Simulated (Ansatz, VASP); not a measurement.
# BN in VASP and in Ansatz

```
CELL_PARAMETERS angstrom
-0.05423 1.78039 1.78039
1.78039 -0.05423 1.78039
1.78039 1.78039 -0.05423
ATOMIC_POSITIONS crystal
B 0.00000 0.00000 0.00000
N 0.75000 0.75000 0.75000
```

Change from the starting cell: equal xy, yz and zx shear strains of -3 %.

Alike in both runs: task single point; functional PBE; k mesh 13 × 13 × 13; occupations fermi-dirac, width 0.03 eV; no spin polarisation.

|  | VASP | Ansatz |
| --- | --- | --- |
| version | VASP 6.6.1 | Ansatz 0.2.0 |
| potentials or method | VASP PAW PBE potentials, release 64 (B, N), cutoff 520 eV | all-electron LAPW, scalar-relativistic |

VASP gave:

```
gap on the k mesh at the Fermi level (eV)                     : 4.41
pressure (GPa)                                                : 4.6
traceless stress, the component that is largest in VASP (GPa) : 14.12
rms of the force components (eV/Å)                            : 0.120
```

Task: Estimate Ansatz's values.

Result: gap on the k mesh at the Fermi level (eV): 4.42; pressure (GPa): 4.3; traceless stress, the component that is largest in VASP (GPa): 14.03; rms of the force components (eV/Å): 0.115.

Atom by atom the forces differ by 0.005 eV/Å (rms over components). Ansatz ran all-electron here, and VASP with PAW potentials.
